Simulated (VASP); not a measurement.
Set up this calculation in VASP 6.6.1, as the native input.

```yaml
Task: single point
Functional: LDA
Potentials_or_basis: VASP PAW LDA potentials, release 64 (Si, C)
Cutoff: 520 eV
k_mesh: 10 × 10 × 3
Occupations: fermi-dirac, width 0.05 eV
Spin: no spin polarisation
Dipole_correction: no
Further_INCAR_settings: ALGO = Normal; EDIFF = 1e-06; NBANDS = 26
```

The structure of SiC lies in POSCAR:

```
SiC
1.0
    3.1360171929      0.0000000000      0.0000000000
   -1.5680085964      2.7158705557      0.0000000000
    0.0000000000      0.0000000000     10.2681602811
Si C
4 4
Direct
    0.0000000000      0.0000000000      0.1878943800
    0.0000000000      0.0000000000      0.6878943800
    0.3333333333      0.6666666667      0.4378419800
    0.6666666667      0.3333333333      0.9378419800
    0.0000000000      0.0000000000      0.0004600500
    0.0000000000      0.0000000000      0.5004600500
    0.3333333333      0.6666666667      0.2498025900
    0.6666666667      0.3333333333      0.7498025900
```

The input as run:

INCAR

```
  PREC = Accurate
  ENCUT = 520
  EDIFF = 1E-6
  ISMEAR = -1
  SIGMA = 0.05
  LREAL = F
  LASPH = T
  NELM = 100
  ALGO = Normal
  ISIF = 2
  LWAVE = F
  LCHARG = F
  NBANDS = 26
```

KPOINTS

```
regular mesh
0
Gamma
  10 10 3
```

Potentials or basis: VASP PAW LDA potentials, release 64 (Si, C).

Run with:

```console
$ cat potpaw_LDA.64/Si/POTCAR potpaw_LDA.64/C/POTCAR > POTCAR
$ mpirun -np 1 vasp_std > vasp.out
```

It gave:

* Pressure: -14.6 GPa
* Largest force: 0.022 eV/Å
* Band gap on the k mesh: 2.15 eV (least direct gap 3.26 eV)

Caveat: the cell stands under tension; an odd mesh through Γ misses points on the zone boundary, where band edges can lie.

It took 70 s on 1 thread of Intel Xeon 8259CL, on a shared host, peak memory 0.19 GiB.
